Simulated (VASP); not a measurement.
**CO2: single point with PBE**

Crystal: CO2.

```
CELL_PARAMETERS angstrom
5.97341 0.00000 0.00000
0.00000 5.97341 0.00000
0.00000 0.00000 5.83124
ATOMIC_POSITIONS crystal
C 0.00000 0.00000 0.00000
C 0.50000 0.00000 0.50000
C 0.50000 0.50000 0.00000
C 0.00000 0.50000 0.50000
O 0.11148 0.11148 0.11148
O 0.38852 0.88852 0.61148
O 0.61148 0.38852 0.88852
O 0.88852 0.61148 0.38852
O 0.88852 0.88852 0.88852
O 0.61148 0.11148 0.38852
O 0.38852 0.61148 0.11148
O 0.11148 0.38852 0.61148
```

| Property | Result |
| --- | --- |
| Program | VASP 6.6.1 |
| Task | single point |
| Functional | PBE |
| Potentials or basis | VASP PAW PBE potentials, release 64 (C, O) |
| Cutoff | 520 eV |
| k mesh | 4 × 4 × 4 |
| Occupations | gaussian, width 0.05 eV |
| Spin | no spin polarisation |

```
Pressure               : 8.3 GPa
Largest force          : 3.571 eV/Å
Band gap on the k mesh : 6.82 eV
```

Forces in eV/Å, atoms in the order of the input:
```
C    0.000  0.000  0.000
C    0.000  0.000  0.000
C    0.000  0.000  0.000
C    0.000  0.000  0.000
O    2.078  2.074  2.032
O   -2.078 -2.074  2.032
O    2.078 -2.074 -2.032
O   -2.078  2.074 -2.032
O   -2.078 -2.074 -2.032
O    2.078  2.074 -2.032
O   -2.078  2.074  2.032
O    2.078 -2.074  2.032
```

Stress tensor (GPa, compression positive):
```
8.37 0.00 0.00
0.00 8.37 0.00
0.00 0.00 8.08
```

Levels at points of the mesh, in eV from the valence-band top:
```
           k point  band 29  band 30  band 31  band 32  band 33  band 34  band 35  band 36
(0.00, 0.00, 0.00)    -0.14    -0.14    -0.04     0.00     6.82     8.60     8.61     8.64
(0.50, 0.00, 0.00)    -0.21    -0.21    -0.06    -0.06     8.13     8.13     8.51     8.51
(0.00, 0.50, 0.00)    -0.21    -0.21    -0.07    -0.07     8.13     8.13     8.54     8.54
(0.50, 0.50, 0.00)    -0.20    -0.20    -0.20    -0.20     8.48     8.48     8.48     8.48
(0.00, 0.00, 0.50)    -0.20    -0.20    -0.08    -0.08     8.20     8.20     8.53     8.53
(0.50, 0.00, 0.50)    -0.20    -0.20    -0.20    -0.20     8.47     8.47     8.47     8.47
(0.00, 0.50, 0.50)    -0.19    -0.19    -0.19    -0.19     8.48     8.48     8.48     8.48
(0.50, 0.50, 0.50)    -0.20    -0.20    -0.20    -0.20     8.57     8.57     8.57     8.57
```

It took 3.4 min on 1 thread of Intel(R) Xeon(R) Platinum 8488C (Sapphire Rapids), on a shared host, peak memory 0.41 GiB.

Caveat: the cell stands under pressure; this functional lacks dispersion, which holds the molecules together, so the pressure and a relaxed volume are unreliable; forces of over 1 eV/Å act on the atoms, so gaps and moduli don't describe the material at rest. A k mesh can miss the band edges.
